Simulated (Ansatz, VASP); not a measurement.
**Two plane-wave programs on BeRhS3**

Contents of INCAR:

```
PREC = Accurate
ENCUT = 600
EDIFF = 1E-7
ISMEAR = 0
SIGMA = 0.1
LREAL = F
LASPH = T
NELM = 60
ALGO = Normal
ISIF = 3
LWAVE = F
LCHARG = F
GGA = PE
IBRION = 2
NSW = 100
EDIFFG = -0.01
```

The input KPOINTS:

```
Automatic mesh
0
Gamma
  10 10 10
```

The input POSCAR:

```
BeRhS3
1.0
    4.2239370813      0.0000000000      0.0000000000
    0.0000000000      4.2239370813      0.0000000000
    0.0000000000      0.0000000000      4.2239370813
Be Rh S
1 1 3
Direct
    0.0000000000      0.0000000000      0.0000000000
    0.5000000000      0.5000000000      0.5000000000
    0.5000000000      0.0000000000      0.0000000000
    0.0000000000      0.5000000000      0.0000000000
    0.0000000000      0.0000000000      0.5000000000
```

Input for Ansatz:

```yaml
crystal:
  lattice:
    - [4.2239370813, 0.0, 0.0]
    - [0.0, 4.2239370813, 0.0]
    - [0.0, 0.0, 4.2239370813]
  atoms:
    - { symbol: Be, position: [0.0, 0.0, 0.0] }
    - { symbol: Rh, position: [0.5, 0.5, 0.5] }
    - { symbol: S, position: [0.5, 0.0, 0.0] }
    - { symbol: S, position: [0.0, 0.5, 0.0] }
    - { symbol: S, position: [0.0, 0.0, 0.5] }
basis:
  ecutwfc: 420
kpoints:
  mp_grid: { grid: [10, 10, 10] }
hamiltonian:
  xc: pbe
scf:
  occupations: { method: gaussian, width: 0.1 }
output:
  forces: true
  stress: true
  eigenvalues: true
relax:
  adjacent_minimum: "off"
  f_tol: 0.01
  max_steps: 80
  cell: { stress_tol: 0.05 }
```

Alike in both runs: task relaxation of cell and atoms; functional PBE; k mesh 10 × 10 × 10; occupations gaussian, width 0.1 eV; no spin polarisation.

|  | VASP | Ansatz |
| --- | --- | --- |
| version | VASP 6.6.1 | Ansatz 0.2.0 |
| potentials or method | VASP PAW PBE potentials, release 64 (Be, Rh_pv, S), cutoff 600 eV | scalar-relativistic, plane waves, PAW |
| valence electrons in the cell | 35 | 37 |

```csv
,VASP,Ansatz,Ansatz less VASP
"gap on the k mesh at the Fermi level, each at its own relaxed structure (eV)",none,none,-
relaxed volume (Å³/atom),15.07,15.07,-0.007
relaxed cell length with the largest relative difference (Å),4.224,4.223,-0.0006
```

A gap of «none» marks a metal or a gap that the smearing closes. VASP's potentials hold 35 valence electrons a cell and Ansatz's 37, so a difference there can come from the potentials and not from the codes.

Noted on VASP's run: the relaxation stopped at its first step, so nothing moved; too few bands were computed for a metal, which touches its energy and stress.
